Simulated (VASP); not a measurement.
# LiH in VASP: settings compared

Aim: see how the results for LiH move with the level of theory and the settings. Levels: r2SCAN, PBE. Tasks: single point.

All numbers are computed with VASP 6.6.1; they aren't measurements. Logs are shortened: lines on timing, memory, paths and dates and some standing lists are left out, and cuts for length are marked.

## 1. The cell of the first run

The cell holds a molecule in a box, 2 atoms: a = 9.000 Å, b = 9.000 Å, c = 11.000 Å, α = 90.00°, β = 90.00°, γ = 90.00°.

## 2. Single point, r2SCAN (last atom moved by 0.05 Å along z)

File INCAR:

```
ALGO     = Normal         # electronic algorithm
EDIFF    = 1E-6           # SCF threshold, eV
EFERMI   = MIDGAP       
ENCUT    = 650            # plane-wave cutoff, eV
GGA_COMPAT= F            
ISIF     = 0              # what is computed and relaxed
ISMEAR   = 0              # smearing method
LASPH    = T              # aspherical terms in the spheres
LCHARG   = F              # write CHGCAR
LMIXTAU  = T            
LREAL    = Auto         
LWAVE    = F              # write WAVECAR
METAGGA  = R2SCAN         # meta-GGA
NBANDS   = 12             # bands
NELM     = 120            # most SCF steps
NELMDL   = -8           
PREC     = Accurate       # precision mode
ROPT     = -0.00025 -0.00025
SIGMA    = 0.03           # smearing width, eV
```

File KPOINTS:

```
k-points
0
Gamma
  1 1 1
```

File POSCAR:

```
LiH
1.0
    9.0000000000      0.0000000000      0.0000000000
    0.0000000000      9.0000000000      0.0000000000
    0.0000000000      0.0000000000     11.0000000000
Li H
1 1
Direct
    0.5014444400      0.5023333300      0.4305590900
    0.5014444400      0.5023333300      0.5801681800
```

Potentials or basis: VASP PAW PBE potentials, release 64 (Li_sv, H).

Launch:

```sh
> cat potpaw_PBE.64/Li_sv/POTCAR potpaw_PBE.64/H/POTCAR > POTCAR
> mpirun -np 1 vasp_gam > vasp.out
```

OUTCAR:

```text
EDIFF = 1E-6
   EFERMI = MIDGAP
   ENCUT = 650
   ISIF = 0
   ISMEAR = 0
   LASPH = T
   LREAL = Auto
   METAGGA = R2SCAN
   NELM = 120
   NELMDL = -8
   PREC = Accurate

 Found      1 irreducible k-points:

 Following reciprocal coordinates:
            Coordinates               Weight
  0.000000  0.000000  0.000000      1.000000
   k-points           NKPTS =      1   k-points in BZ     NKDIM =      1   number of bands    NBANDS=     12
   number of dos      NEDOS =    301   number of ions     NIONS =      2
   total plane-waves  NPLWV = 614400
   dimension x,y,z NGX =    80 NGY =   80 NGZ =   96
   dimension x,y,z NGXF=   160 NGYF=  160 NGZF=  192
   ions per type =               1   1
   NGX,Y,Z   is equivalent  to a cutoff of  14.78, 14.78, 14.51 a.u.
   NGXF,Y,Z  is equivalent  to a cutoff of  29.55, 29.55, 29.02 a.u.
 SYSTEM =  unknown system
   PREC   = accura    normal or accurate (medium, high low for compatibility)
   ISTART =      0    job   : 0-new  1-cont  2-samecut
   ICHARG =      2    charge: 1-file 2-atom 10-const
   ISPIN  =      1    spin polarized calculation?
   LNONCOLLINEAR =      F non collinear calculations
   LSORBIT =      F    spin-orbit coupling
   LASPH  =      T    aspherical Exc in radial PAW
   ENCUT  =  650.0 eV  47.77 Ry    6.91 a.u.  18.71 18.71 22.87*2*pi/ulx,y,z
   NELM   =    120;   NELMIN=  2; NELMDL= -8     # of ELM steps
   EDIFF  = 0.1E-05   stopping-criterion for ELM
   LREAL  =      T    real-space projection
   EDIFFG = 0.1E-04   stopping-criterion for IOM
   NSW    =      0    number of steps for IOM
   IBRION =     -1    ionic relax: 0-MD 1-quasi-New 2-CG
   NFREE  =      0    steps in history (QN), initial steepest desc. (CG)
   ISIF   =      0    stress and relaxation
   ISYM   =      2    0-nonsym 1-usesym 2-fastsym
   POTIM  = 0.5000    time-step for ionic-motion
   TEBEG  =    0.0;   TEEND  =   0.0 temperature during run

   SCALEE = 1.0000    scale energy and forces
   PSTRESS=    0.0 pullay stress
   NELECT =       4.0000    total number of electrons
   NUPDOWN=      -1.0000    fix difference up-down
   EMIN   =  10.00;   EMAX   =-10.00  energy-range for DOS
   EFERMI =   0.00;   METHOD = MIDGAP
   ISMEAR =     0;   SIGMA  =   0.03  broadening in eV -4-tet -1-fermi 0-gaus
   EFERMI_NEDOS =   21; number of points for ismear=-14 and -15
   IALGO  =     38    algorithm
   IMIX   =      4    mixing-type and parameters
     AMIX     =   0.40;   BMIX     =  1.00
     AMIX_MAG =   1.60;   BMIX_MAG =  1.00
  volume/ion in A,a.u.               =     445.50      3006.38
  Fermi-wavevector in a.u.,A,eV,Ry     =   0.270065  0.510350  0.992345  0.072935
  Thomas-Fermi vector in A             =   1.108124
   LORBIT       =      0    0 simple, 1 ext, 2 COOP (PROOUT), +10 PAW based schemes
   METAGGA = R2SCAN    functional components
   LHFCALC =     F    Hartree Fock is set to
   AEXX    =    0.0000 exact exchange contribution
   IVDW    =     0    specifies the selected vdW correction
   LEPSILON=     F    determine dielectric tensor
   LRPA    =     F    only Hartree local field effects (RPA)

   CSHIFT  =0.1000    complex shift for real part using Kramers Kronig

   OMEGAMAX=  -1.0    maximum frequency
 non-spin polarized calculation
 Gauss-broadening in eV      SIGMA  =   0.03
  energy-cutoff  :      650.00
  volume of cell :      891.00
 maximum number of plane-waves:     16805
 NGX is ok and might be reduce to    80
   NGX = 37   NGY = 37   NGZ = 45

 number of electron       3.9999999 magnetization

 Free energy of the ion-electron system (eV)
  ---------------------------------------------------
  ext. energy  EPLUGINS =         0.00000000
  ---------------------------------------------------
  free energy    TOTEN  =        -4.34104687 eV

  energy without entropy =       -4.34104687  energy(sigma->0) =       -4.34104687

 E-fermi :  -2.6290     XC(G=0):  -0.6070

 val. band max:       -4.3968645429   @ k =   0.0000   0.0000   0.0000
 cond. band min:      -0.8611054681   @ k =   0.0000   0.0000   0.0000
 fundamental gap:      3.5357590749
 Fermi energy:        -2.6289850055

 k-point     1 :       0.0000    0.0000    0.0000
  band No.  band energies     occupation
      1     -52.5079      2.00000
      2      -4.3969      2.00000
      3      -0.8611      0.00000
      4       0.4141      0.00000
      5       0.4146      0.00000
      6       0.5787      0.00000
      7       1.0742      0.00000
      8       1.4869      0.00000
      9       1.5541      0.00000
     10       2.2572      0.00000
     11       2.2573      0.00000
     12       2.5635      0.00000

------------------------ aborting loop because EDIFF is reached ----------------------------------------

 VOLUME and BASIS-vectors are now :
 -----------------------------------------------------------------------------
  energy-cutoff  :      650.00
  volume of cell :      891.00
      direct lattice vectors                 reciprocal lattice vectors
     9.000000000  0.000000000  0.000000000     0.111111111  0.000000000  0.000000000
     0.000000000  9.000000000  0.000000000     0.000000000  0.111111111  0.000000000
     0.000000000  0.000000000 11.000000000     0.000000000  0.000000000  0.090909091

 POSITION                                       TOTAL-FORCE (eV/Angst)
 -----------------------------------------------------------------------------------
      4.51300      4.52100      4.73615         0.000000     -0.000000      0.206399
      4.51300      4.52100      6.38185         0.000000      0.000000     -0.206399
 -----------------------------------------------------------------------------------
    total drift:                                0.000002      0.000002     -0.001336

  FREE ENERGIE OF THE ION-ELECTRON SYSTEM (eV)
  ---------------------------------------------------
  free  energy   TOTEN  =        -4.3410468743 eV

  energy  without entropy=       -4.3410468743  energy(sigma->0) =       -4.34104687
```

Run time: 6.4 min. Hardware: 1 thread of Intel Xeon 6975P-C (Granite Rapids), shared host; peak memory 1.3 GiB.

What came out:

```yaml
Free_energy: -4.3410 eV
Largest_force: 0.206 eV/Å
Gap_between_the_frontier_levels: 3.54 eV
```

Forces in eV/Å, atoms in the order of the input:
```
Li   0.000  0.000  0.206
H    0.000  0.000 -0.206
```

Caveat: the cell differs from its parent crystal (last atom moved by 0.05 Å along z); the PAW data sets were made with another functional, which shifts forces and pressure a little.

## 3. Single point, r2SCAN (last atom moved by 0.05 Å along z)

File INCAR:

```
ALGO     = Normal         # electronic algorithm
EDIFF    = 1E-7           # SCF threshold, eV
EFERMI   = MIDGAP       
ENCUT    = 750            # plane-wave cutoff, eV
GGA_COMPAT= F            
ISIF     = 0              # what is computed and relaxed
ISMEAR   = 0              # smearing method
LASPH    = T              # aspherical terms in the spheres
LCHARG   = F              # write CHGCAR
LMIXTAU  = T            
LREAL    = F              # projectors in reciprocal space
LWAVE    = F              # write WAVECAR
METAGGA  = R2SCAN         # meta-GGA
NBANDS   = 22             # bands
NELM     = 120            # most SCF steps
NELMDL   = -8           
PREC     = Accurate       # precision mode
SIGMA    = 0.03           # smearing width, eV
```

KPOINTS is that of step 2.

POSCAR is that of step 2.

Potentials or basis: VASP PAW PBE potentials, release 64 (Li_sv, H).

Launch:

```sh
> cat potpaw_PBE.64/Li_sv/POTCAR potpaw_PBE.64/H/POTCAR > POTCAR
> mpirun -np 1 vasp_gam > vasp.out
```

Wall time 8.2 min (1 thread of Intel Xeon 6975P-C (Granite Rapids), shared host); peak memory 1.4 GiB.

The run converged. Its results:

* Free energy: -4.3402 eV
* Largest force: 0.198 eV/Å
* Gap between the frontier levels: 3.54 eV

Forces on the atoms (eV/Å):
```
Li   0.000  0.000  0.198
H    0.000  0.000 -0.198
```

Levels at points of the mesh, in eV from the valence-band top:
```
           k point  band 1  band 2  band 3  band 4  band 5
(0.00, 0.00, 0.00)  -48.10    0.00    3.54    4.82    4.82
```

Caveat: the cell differs from its parent crystal (last atom moved by 0.05 Å along z); the PAW data sets were made with another functional, which shifts forces and pressure a little.

## 4. Single point, PBE (last atom moved by 0.08 Å along z)

File INCAR:

```
ADDGRID  = F            
ALGO     = Normal         # electronic algorithm
EDIFF    = 1E-6           # SCF threshold, eV
EFERMI   = MIDGAP       
ENCUT    = 650            # plane-wave cutoff, eV
GGA      = PE             # functional
GGA_COMPAT= F            
ISIF     = 0              # what is computed and relaxed
ISMEAR   = 0              # smearing method
LASPH    = T              # aspherical terms in the spheres
LCHARG   = F              # write CHGCAR
LREAL    = Auto         
LWAVE    = F              # write WAVECAR
NBANDS   = 12             # bands
NELM     = 120            # most SCF steps
NELMDL   = -8           
PREC     = Accurate       # precision mode
ROPT     = -0.00025 -0.00025
SIGMA    = 0.03           # smearing width, eV
```

KPOINTS is that of step 3.

Edit POSCAR of step 3 so:

```diff
@@ -9,2 +9,2 @@
     0.5014444400      0.5023333300      0.4305590900
-    0.5014444400      0.5023333300      0.5801681800
+    0.5014444400      0.5023333300      0.5828954600
```

Launch:

```sh
> cat potpaw_PBE.64/Li_sv/POTCAR potpaw_PBE.64/H/POTCAR > POTCAR
> mpirun -np 1 vasp_gam > vasp.out
```

It took 92 s on 1 thread of Intel Xeon Platinum 8488C (Sapphire Rapids), shared host; peak memory 0.98 GiB.

It converged, with:

| Item | Value |
| --- | --- |
| Free energy | -3.7512 eV |
| Largest force | 0.357 eV/Å |
| Gap between the frontier levels | 2.69 eV |

Forces in eV/Å, atoms in the order of the input:
```
Li   0.000  0.000  0.357
H    0.000  0.000 -0.357
```

Levels at points of the mesh, in eV from the valence-band top:
| k point | band 1 | band 2 | band 3 | band 4 | band 5 | band 6 |
| --- | --- | --- | --- | --- | --- | --- |
| (0.00, 0.00, 0.00) | -46.70 | 0.00 | 2.69 | 4.12 | 4.12 | 4.36 |

Caveat: the cell differs from its parent crystal (last atom moved by 0.08 Å along z).

## 5. Single point, PBE (last atom moved by 0.08 Å along z)

File INCAR:

```
ADDGRID  = F            
ALGO     = Normal         # electronic algorithm
EDIFF    = 1E-8           # SCF threshold, eV
EFERMI   = MIDGAP       
ENCUT    = 900            # plane-wave cutoff, eV
GGA      = PE             # functional
GGA_COMPAT= F            
ISIF     = 0              # what is computed and relaxed
ISMEAR   = 0              # smearing method
LASPH    = T              # aspherical terms in the spheres
LCHARG   = F              # write CHGCAR
LREAL    = F              # projectors in reciprocal space
LWAVE    = F              # write WAVECAR
NBANDS   = 22             # bands
NELM     = 120            # most SCF steps
NELMDL   = -8           
PREC     = Accurate       # precision mode
SIGMA    = 0.03           # smearing width, eV
```

KPOINTS is that of step 4.

POSCAR is that of step 4.

Launch:

```sh
> cat potpaw_PBE.64/Li_sv/POTCAR potpaw_PBE.64/H/POTCAR > POTCAR
> mpirun -np 1 vasp_gam > vasp.out
```

Wall time 2.4 min (1 thread of Intel Xeon Platinum 8488C (Sapphire Rapids), shared host); peak memory 1.3 GiB.

The run converged. Its results:

| Item | Value |
| --- | --- |
| Free energy | -3.7515 eV |
| Largest force | 0.362 eV/Å |
| Gap between the frontier levels | 2.69 eV |

Forces in eV/Å, atoms in the order of the input:
```
Li   0.000  0.000  0.362
H    0.000  0.000 -0.362
```

Levels at points of the mesh, in eV from the valence-band top:
| k point | band 1 | band 2 | band 3 | band 4 | band 5 | band 6 | band 7 |
| --- | --- | --- | --- | --- | --- | --- | --- |
| (0.00, 0.00, 0.00) | -46.69 | 0.00 | 2.69 | 4.12 | 4.12 | 4.36 | 4.95 |

Caveat: the cell differs from its parent crystal (last atom moved by 0.08 Å along z).

## 6. Single point, PBE (last atom moved by 0.08 Å along z)

Edit INCAR of step 5 so:

```diff
@@ -2,3 +2,3 @@
 ALGO     = Normal         # electronic algorithm
-EDIFF    = 1E-8           # SCF threshold, eV
+EDIFF    = 1E-4           # SCF threshold, eV
 EFERMI   = MIDGAP       
@@ -11,3 +11,3 @@
 LCHARG   = F              # write CHGCAR
-LREAL    = F              # projectors in reciprocal space
+LREAL    = Auto         
 LWAVE    = F              # write WAVECAR
@@ -17,2 +17,3 @@
 PREC     = Accurate       # precision mode
+ROPT     = -0.0005 -0.0005
 SIGMA    = 0.03           # smearing width, eV
```

KPOINTS is that of step 5.

POSCAR is that of step 5.

Potentials or basis: VASP PAW PBE potentials, release 64 (Li_sv, H).

Launch:

```sh
> cat potpaw_PBE.64/Li_sv/POTCAR potpaw_PBE.64/H/POTCAR > POTCAR
> mpirun -np 1 vasp_gam > vasp.out
```

Wall time 96 s (1 thread of Intel Xeon Platinum 8488C (Sapphire Rapids), shared host); peak memory 1.4 GiB.

Results (log left out):

* Free energy: -3.7497 eV
* Largest force: 0.360 eV/Å
* Gap between the frontier levels: 2.69 eV

Forces on the atoms (eV/Å):
```
Li   0.000  0.000  0.360
H    0.000  0.000 -0.360
```

Levels at points of the mesh, in eV from the valence-band top:
```csv
k point,band 1,band 2,band 3,band 4,band 5,band 6
"(0.00, 0.00, 0.00)",-46.69,0.00,2.69,4.12,4.12,4.41
```

Caveat: the cell differs from its parent crystal (last atom moved by 0.08 Å along z).

## 7. The runs side by side

| level | cell | cutoff (eV) | gap on the mesh (eV) | largest force (eV/Å) |
| --- | --- | --- | --- | --- |
| r2SCAN | as given, last atom moved by 0.05 Å along z | 650 | 3.54 | 0.21 |
| r2SCAN | as given, last atom moved by 0.05 Å along z | 750 | 3.54 | 0.20 |
| PBE | as given, last atom moved by 0.08 Å along z | 650 | 2.69 | 0.36 |
| PBE | as given, last atom moved by 0.08 Å along z | 900 | 2.69 | 0.36 |

Alike in all rows: task single point; potentials or basis VASP PAW PBE potentials, release 64 (Li_sv, H); no spin polarisation; k mesh 1 × 1 × 1; smearing gaussian 0.03 eV.

Caveats: the PAW data sets were made with another functional, which shifts forces and pressure a little (at least some runs).

Total energies depend on the potentials used, so only differences within one code and one set of settings carry meaning.
